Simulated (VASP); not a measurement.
Here is a VASP 6.6.1 calculation.

The input INCAR:

```
ALGO = Fast
EDIFF = 1E-6
ENCUT = 520
GGA = PS
ISIF = 2
ISMEAR = 0
LASPH = True
LCHARG = False
LREAL = False
LWAVE = False
NBANDS = 38
NELM = 100
PREC = Accurate
SIGMA = 0.15
```

File KPOINTS:

```
k-points
0
Gamma
  18 18 6
```

Contents of POSCAR:

```
Rh
1.0
    2.7558000000      0.0000000000      0.0000000000
   -1.3779000000      2.3865928077      0.0000000000
    0.0000000000      0.0000000000      8.0293000000
Rh
4
Direct
    0.0000000000      0.0000000000      0.0000000000
    0.3333333333      0.6666666667      0.2500000000
    0.0000000000      0.0000000000      0.5000000000
    0.6666666667      0.3333333333      0.7500000000
```

Potentials or basis: VASP PAW PBE potentials, release 64 (Rh_pv).

Run with:

```console
$ cat potpaw_PBE.64/Rh_pv/POTCAR > POTCAR
$ mpirun -np 1 vasp_std > vasp.out
```

**Question.** Predict the pressure.

**Answer.** 12.5 GPa.

**Question.** Predict the band gap on the k mesh.

**Answer.** Zero (bands 30 and 31 overlap by 2.11 eV).

Stress tensor (GPa, compression positive):
```
-1.02  0.00  0.00
 0.00 -1.02  0.00
 0.00  0.00 39.65
```

Caveat: the stress differs along the axes, from -1 to 40 GPa; the PAW data sets were made with another functional, which shifts forces and pressure a little.
